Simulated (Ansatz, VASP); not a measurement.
# One calculation of C, two programs

Contents of INCAR:

```
PREC     = Accurate       # precision mode
ENCUT    = 520            # plane-wave cutoff, eV
EDIFF    = 1E-6           # SCF threshold, eV
ISMEAR   = 0              # smearing method
SIGMA    = 0.05           # smearing width, eV
LREAL    = False          # projectors in reciprocal space
LASPH    = True           # aspherical terms in the spheres
NELM     = 60             # most SCF steps
ALGO     = Normal         # electronic algorithm
ISIF     = 2              # what is computed and relaxed
LWAVE    = False          # write WAVECAR
LCHARG   = False          # write CHGCAR
NBANDS   = 36             # bands
```

The input KPOINTS:

```
Automatic mesh
0
Gamma
  12 12 2
```

File POSCAR:

```
C
1.0
    2.4340000000      0.0000000000      0.0000000000
   -1.2170000000      2.1079058328      0.0000000000
    0.0000000000      0.0000000000     12.2917957867
C
12
Direct
    0.0000000000      0.0000000000      0.1868599868
    0.0000000000      0.0000000000      0.6868599868
    0.0000000000      0.0000000000      0.3131400132
    0.0000000000      0.0000000000      0.8131400132
    0.3333333333      0.6666666667      0.5207718743
    0.6666666667      0.3333333333      0.0207718743
    0.3333333333      0.6666666667      0.9792281257
    0.6666666667      0.3333333333      0.4792281257
    0.3333333333      0.6666666667      0.6450609412
    0.6666666667      0.3333333333      0.1450609412
    0.3333333333      0.6666666667      0.8549390588
    0.6666666667      0.3333333333      0.3549390588
```

Input for Ansatz:

```yaml
crystal:
  lattice:
    - [2.434, 0.0, 0.0]
    - [-1.217, 2.1079058328, 0.0]
    - [0.0, 0.0, 12.2917957867]
  atoms:
    - { symbol: C, position: [0.0, 0.0, 0.1868599868] }
    - { symbol: C, position: [0.0, 0.0, 0.6868599868] }
    - { symbol: C, position: [0.0, 0.0, 0.3131400132] }
    - { symbol: C, position: [0.0, 0.0, 0.8131400132] }
    - { symbol: C, position: [0.3333333333, 0.6666666667, 0.5207718743] }
    - { symbol: C, position: [0.6666666667, 0.3333333333, 0.0207718743] }
    - { symbol: C, position: [0.3333333333, 0.6666666667, 0.9792281257] }
    - { symbol: C, position: [0.6666666667, 0.3333333333, 0.4792281257] }
    - { symbol: C, position: [0.3333333333, 0.6666666667, 0.6450609412] }
    - { symbol: C, position: [0.6666666667, 0.3333333333, 0.1450609412] }
    - { symbol: C, position: [0.3333333333, 0.6666666667, 0.8549390588] }
    - { symbol: C, position: [0.6666666667, 0.3333333333, 0.3549390588] }
basis:
  ecutwfc: 520.0
kpoints:
  mp_grid: { grid: [12, 12, 2] }
hamiltonian:
  xc: lda
  pseudopotentials: { kind: paw, azcp: { folder: soft_1 } }
scf:
  occupations: { method: gaussian, width: 0.05 }
output:
  forces: true
  stress: true
  eigenvalues: true
  write_density: true
  write_potential: true
  elf: true
  volumetric_format: npy
```

Alike in both runs: task single point; functional LDA; k mesh 12 × 12 × 2; occupations gaussian, width 0.05 eV; no spin polarisation.

|  | VASP | Ansatz |
| --- | --- | --- |
| version | VASP 6.6.1 | Ansatz 0.2.0 |
| potentials or method | VASP PAW LDA potentials, release 64 (C), cutoff 520 eV | scalar-relativistic, plane waves, PAW |
| valence electrons in the cell | 48 | 48 |

|  | VASP | Ansatz | Ansatz less VASP |
| --- | --- | --- | --- |
| gap on the k mesh at the Fermi level (eV) | 4.71 | 4.72 | +0.008 |
| least direct gap on the mesh (eV) | 5.07 | 5.07 | -0.001 |
| pressure (GPa) | 26.4 | 24.4 | -1.98 |
| traceless stress, the component that is largest in VASP (GPa) | -21.74 | -21.63 | +0.109 |
| rms of the force components (eV/Å) | 0.094 | 0.088 | -0.0062 |

Ansatz warns that its potentials were made for another functional, while VASP's fit it. LDA's correlation is that of Perdew and Zunger in VASP and of Perdew and Wang (1992) in Ansatz. Atom by atom the forces differ by 0.006 eV/Å (rms over components).
